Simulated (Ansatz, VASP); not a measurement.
## One calculation of AlRu, two programs

```
CELL_PARAMETERS angstrom
2.89553 0.00000 0.00000
-1.44777 2.50761 0.00000
0.00000 0.00000 3.89244
ATOMIC_POSITIONS crystal
Ru 0.00000 0.00000 0.00000
Al 0.33333 0.66667 0.50000
```

Alike in both runs: functional PBE; k mesh 13 × 13 × 12; occupations fermi-dirac, width 0.05 eV; no spin polarisation.

Ansatz relaxed the structure, and its values are those at the end. VASP's run is a single point on that final structure, the one shown.

```csv
,VASP,Ansatz
version,VASP 6.6.1,Ansatz 0.2.0
potentials or method,"VASP PAW PBE potentials, release 64 (Ru_pv, Al)","PAW with Ansatz's default frozen-core files, scalar-relativistic"
plane-wave cutoff (eV),520,420
valence electrons in the cell,17,19
```

|  | VASP | Ansatz | Ansatz less VASP |
| --- | --- | --- | --- |
| pressure (GPa) | 0.0 | 0.0 | +0.05 |

With one functional, cell and mesh, what is left measures potentials, basis and numerics. VASP's potentials hold 17 valence electrons a cell and Ansatz's 19, so a difference there can come from the potentials and not from the codes.
